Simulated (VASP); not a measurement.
Crystal: BC5.

```
CELL_PARAMETERS angstrom
0.00000 2.64046 2.64046
2.64046 0.00000 2.64046
2.64046 2.64046 0.00000
ATOMIC_POSITIONS crystal
B 0.25000 0.25000 0.25000
C 0.50000 0.50000 0.50000
C 0.87275 0.87275 0.87275
C 0.87275 0.87275 0.38176
C 0.87275 0.38176 0.87275
C 0.38176 0.87275 0.87275
```

| Item | Value |
| --- | --- |
| Program | VASP 6.6.1 |
| Task | relaxation of cell and atoms |
| Functional | PBE |
| Potentials or basis | VASP PAW PBE potentials, release 64 (B, C) |
| Cutoff | 600 eV |
| k mesh | 6 × 6 × 6 |
| Occupations | gaussian, width 0.1 eV |
| Spin | no spin polarisation |

At the start: pressure 30.8 GPa; volume 6.14 Å³/atom.

Problem. How do energy, volume and symmetry change on relaxing?

Solution. Over 12 steps the energy falls by 359.3 meV/atom and the volume is 8.46 Å³/atom (+37.9 %); space group F-43m (No. 216, to 0.05 Å).

Step by step:
| step | energy change (eV) | largest force (eV/Å) | pressure (GPa) | volume (Å³) |
| --- | --- | --- | --- | --- |
| 1 | 0.0000 | 0.5168 | 30.82 | 36.82 |
| 2 | -0.6188 | 1.0621 | -0.27 | 43.47 |
| 3 | -0.6236 | 1.1433 | -2.87 | 44.33 |
| 4 | -1.0130 | 1.9941 | -2.20 | 45.24 |
| 5 | -2.0808 | 0.8874 | 8.64 | 48.06 |
| 6 | -2.0391 | 0.9028 | 3.09 | 47.32 |
| 7 | -2.1026 | 0.0585 | 6.17 | 47.76 |
| 8 | -2.1028 | 0.2375 | 6.72 | 47.83 |
| 9 | -2.0419 | 1.6325 | 2.65 | 52.80 |
| 10 | -2.1263 | 0.7058 | 4.88 | 49.52 |
| 11 | -1.9990 | 1.2875 | -9.38 | 53.97 |
| 12 | -2.1557 | 0.0219 | -0.11 | 50.78 |

Final structure:
```
B C
1.0
     0.00000    2.93906    2.93906
     2.93906    0.00000    2.93906
     2.93906    2.93906    0.00000
B C
1 5
Cartesian
  1.4695 1.4695 1.4695
  2.9391 2.9391 2.9391
  4.9644 4.9644 4.9644
  3.8528 3.8528 4.9644
  3.8528 4.9644 3.8528
  4.9644 3.8528 3.8528
```

Caveat: the volume moved by over 15 % at a fixed basis, so the end points are rough.
